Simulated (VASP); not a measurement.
A run of VASP 6.6.1 is set up as follows.

Contents of INCAR:

```
PREC = Accurate ; ENCUT = 520
EDIFF = 1E-6 ; ISMEAR = 0
SIGMA = 0.1 ; LREAL = False
LASPH = True ; NELM = 60
ALGO = Normal ; ISIF = 2
LWAVE = False ; LCHARG = False
LDIPOL = True ; IDIPOL = 3
DIPOL = 0.5 0.5 0.323 ; GGA = PE
IVDW = 12 ; NBANDS = 53
```

File KPOINTS:

```
regular mesh
0
Gamma
  6 6 1
```

Contents of POSCAR:

```
SiW6
1.0
    4.4682526257      0.0000000000      0.0000000000
   -2.2341263128      3.8696202844      0.0000000000
    0.0000000000      0.0000000000     21.6259061357
W Si
6 1
Direct
    0.6666666667      0.3333333333      0.1849633479
    0.3333333333      0.6666666667      0.2271386095
    0.0000000000      0.0000000000      0.2693138710
    0.6666666667      0.3333333333      0.3085097946
    0.3333333333      0.6666666667      0.3483008428
    0.0000000000      0.0000000000      0.3849968683
    0.0000000000      0.2222222222      0.5375916303
```

Potentials or basis: VASP PAW PBE potentials, release 64 (W_sv, Si).

Launch:

```bash
$ cat potpaw_PBE.64/W_sv/POTCAR potpaw_PBE.64/Si/POTCAR > POTCAR
$ mpirun -np 1 vasp_std > vasp.out
```

(1) Predict the dispersion energy per atom.

(2) Estimate the largest force.

(3) Predict the band gap on the k mesh.

Results:

(1) -0.395 eV.

(2) 2.143 eV/Å.

(3) zero (band 44 reaches 0.46 eV, above the bottom of band 45 at 0.21 eV).

Caveat: spin-orbit coupling is left out, which moves the levels of the heavy elements.
